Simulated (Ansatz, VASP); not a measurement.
TiB2 in VASP and in Ansatz

The input INCAR:

```
SYSTEM = TiB2
ALGO = Normal
EDIFF = 1E-7
ENCUT = 520
GGA = PE
ISIF = 2
ISMEAR = -1
LASPH = .True.
LCHARG = .True.
LELF = .True.
LREAL = .False.
LVHAR = .True.
LWAVE = .False.
NBANDS = 16
NELM = 80
PREC = Accurate
SIGMA = 0.08
```

KPOINTS

```
k-points
0
Gamma
  15 15 13
  0 0 0
```

File POSCAR:

```
TiB2
1.0
    3.0291982016     -0.0454379730     -0.0454379730
   -1.5539495397      2.6460815822     -0.0166314524
   -0.0484260000     -0.0484260000      3.2284000000
Ti B
1 2
Direct
    0.0000000000      0.0000000000      0.0000000000
    0.3333333333      0.6666666667      0.5000000000
    0.6666666667      0.3333333333      0.5000000000
```

Input for Ansatz:

```yaml
crystal:
  lattice:
    - [3.0291982016, -0.045437973, -0.045437973]
    - [-1.5539495397, 2.6460815822, -0.0166314524]
    - [-0.048426, -0.048426, 3.2284]
  atoms:
    - { symbol: Ti, position: [0.0, 0.0, 0.0] }
    - { symbol: B, position: [0.3333333333, 0.6666666667, 0.5] }
    - { symbol: B, position: [0.6666666667, 0.3333333333, 0.5] }
kpoints:
  mp_grid: { grid: [15, 15, 13] }
  band_path:
    path:
      - [0.0, 0.0, 0.0]
      - [0.0, 0.0, 0.5]
      - [-0.5, 0.5, 0.0]
      - [0.0, 0.0, 0.0]
      - [0.0, -0.5, 0.0]
      - [-0.5, 0.0, 0.5]
      - [0.0, 0.0, 0.0]
      - [-0.5, 0.0, 0.0]
      - [0.0, -0.5, 0.5]
    npoints: 5
scf:
  occupations: { method: fermi_dirac, width: 0.08 }
hamiltonian:
  xc: pbe
  pseudopotentials: { kind: all_electron, lapw: { basis_error: 0.001 } }
output:
  forces: true
  stress: true
  eigenvalues: true
```

Change from the starting cell: equal xy, yz and zx shear strains of -3 %.

Alike in both runs: task single point; functional PBE; k mesh 15 × 15 × 13; occupations fermi-dirac, width 0.08 eV; no spin polarisation.

|  | VASP | Ansatz |
| --- | --- | --- |
| version | VASP 6.6.1 | Ansatz 0.2.0 |
| potentials or method | VASP PAW PBE potentials, release 64 (Ti_sv, B), cutoff 520 eV | all-electron LAPW, scalar-relativistic |

Ansatz gave:

```
pressure (GPa)                                                : 1.1
traceless stress, the component that is largest in VASP (GPa) : 9.18
rms of the force components (eV/Å)                            : 0.042
```

Problem. Which values does VASP return?

Solution. Pressure (GPa): 1.2; traceless stress, the component that is largest in VASP (GPa): 9.18; rms of the force components (eV/Å): 0.043.

Atom by atom the forces differ by 0.001 eV/Å (rms over components). Ansatz ran all-electron here, and VASP with PAW potentials.
